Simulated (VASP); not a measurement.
## Ge3Pd: single point with LDA

Ge3Pd:

```
CELL_PARAMETERS angstrom
4.14202 0.00000 0.00000
0.00000 4.14202 0.00000
0.00000 0.00000 4.14202
ATOMIC_POSITIONS crystal
Pd 0.00000 0.00000 0.00000
Ge 0.50000 0.50000 0.00000
Ge 0.50000 0.00000 0.50000
Ge 0.00000 0.50000 0.50000
```

| Quantity | Value |
| --- | --- |
| Program | VASP 6.6.1 |
| Task | single point |
| Functional | LDA |
| Potentials or basis | VASP PAW LDA potentials, release 64 (Pd, Ge_d) |
| Cutoff | 520 eV |
| k mesh | 7 × 7 × 7 |
| Occupations | fermi-dirac, width 0.05 eV |
| Spin | no spin polarisation |

| Property | Result |
| --- | --- |
| Pressure | -6.8 GPa |
| Band gap on the k mesh | zero (bands 26 and 27 overlap by 1.52 eV) |

Levels at points of the mesh, in eV from the Fermi level:
```
           k point  band 22  band 23  band 24  band 25  band 26  band 27  band 28  band 29  band 30  band 31
(0.00, 0.00, 0.00)    -2.64    -2.64    -2.64    -1.58    -1.58     0.86     2.96     2.96     2.96     5.56
```

It took 46 s on 1 thread of AMD EPYC 7R13, on a shared host, peak memory 0.15 GiB.

Caveat: the cell stands under tension.
